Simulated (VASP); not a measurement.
**Hf2TaO3: relaxation of cell and atoms with PBE**

Hf2TaO3:

```
Hf Ta O
1.0
     3.01273    0.00000    0.00000
     0.00000    3.01273    0.00000
     0.00000    0.00000    8.79481
Hf Ta O
2 1 3
Direct
  0.50000 0.00000 0.66979
  0.00000 0.50000 0.33021
  0.50000 0.50000 0.00000
  0.50000 0.00000 0.40801
  0.00000 0.50000 0.59199
  0.00000 0.00000 0.00000
```

The cell was generated, and may not be a known phase.

```yaml
Program: VASP 6.6.1
Task: relaxation of cell and atoms
Functional: PBE
Potentials_or_basis: VASP PAW PBE potentials, release 64 (Hf_pv, Ta_pv, O)
Cutoff: 600 eV
k_mesh: 12 × 12 × 4
Occupations: gaussian, width 0.1 eV
Spin: no spin polarisation
Dipole_correction: no
Further_INCAR_settings: ALGO = Normal; EDIFF = 1e-07; IBRION = 2; EDIFFG = -0.01; NSW = 100; ISIF = 3
```

| Quantity | Value |
| --- | --- |
| Relaxed volume | 13.20 Å³/atom |
| Relaxed cell | a = 3.006 Å, b = 3.006 Å, c = 8.769 Å, α = 90.00°, β = 90.00°, γ = 90.00° |
| Space group after relaxing (to 0.1 Å) | P-4m2 (No. 115) |
| Energy gained by relaxing | 1.0 meV/atom |
| Ionic steps | 7 |
| Pressure after relaxing | 0.0 GPa |
| Band gap on the k mesh | zero (an odd number of electrons rules out a gap without spin polarisation) |

Stress tensor (GPa, compression positive):
```
-0.02  0.00  0.00
 0.00 -0.02  0.00
 0.00  0.00  0.08
```

Step by step:
| step | energy change (eV) | largest force (eV/Å) | pressure (GPa) | volume (Å³) |
| --- | --- | --- | --- | --- |
| 1 | 0.0000 | 0.2269 | -1.81 | 79.83 |
| 2 | 0.0070 | 0.1549 | 3.25 | 78.10 |
| 3 | -0.0051 | 0.0804 | 0.13 | 79.14 |
| 4 | -0.0056 | 0.0259 | 0.03 | 79.19 |
| 5 | -0.0057 | 0.0332 | -0.01 | 79.22 |
| 6 | -0.0057 | 0.0176 | 0.00 | 79.22 |
| 7 | -0.0058 | 0.0020 | 0.01 | 79.22 |

Final structure:
```
Hf Ta O
1.0
     3.00574    0.00000    0.00000
     0.00000    3.00574    0.00000
     0.00000    0.00000    8.76856
Hf Ta O
2 1 3
Direct
  0.50000 0.00000 0.66853
  0.00000 0.50000 0.33147
  0.50000 0.50000 0.00000
  0.50000 0.00000 0.40828
  0.00000 0.50000 0.59172
  0.00000 0.00000 0.00000
```

Levels at points of the mesh, in eV from the Fermi level:
```
           k point  band 22  band 23  band 24  band 25  band 26  band 27
(0.00, 0.00, 0.00)    -4.07    -3.64    -2.84    -2.31     0.40     1.20
(0.50, 0.00, 0.00)    -2.42    -0.71     0.03     0.76     1.22     1.47
(0.50, 0.50, 0.00)    -1.77    -1.77    -1.31     0.50     0.75     1.28
(0.00, 0.00, 0.50)    -3.62    -3.05    -2.87    -2.22    -0.86     1.22
(0.50, 0.00, 0.50)    -1.99    -0.75    -0.32     0.69     1.09     1.52
(0.50, 0.50, 0.50)    -1.99    -1.99    -1.36     0.51     0.76     1.23
```

It took 6.8 min on 1 thread of Intel(R) Xeon(R) 6975P-C (Granite Rapids) (shared host), peak memory 0.36 GiB.

Caveat: spin-orbit coupling is left out, which moves the levels of the heavy elements; an odd number of electrons without spin polarisation forces a metal; a magnetic or distorted state may lie lower.
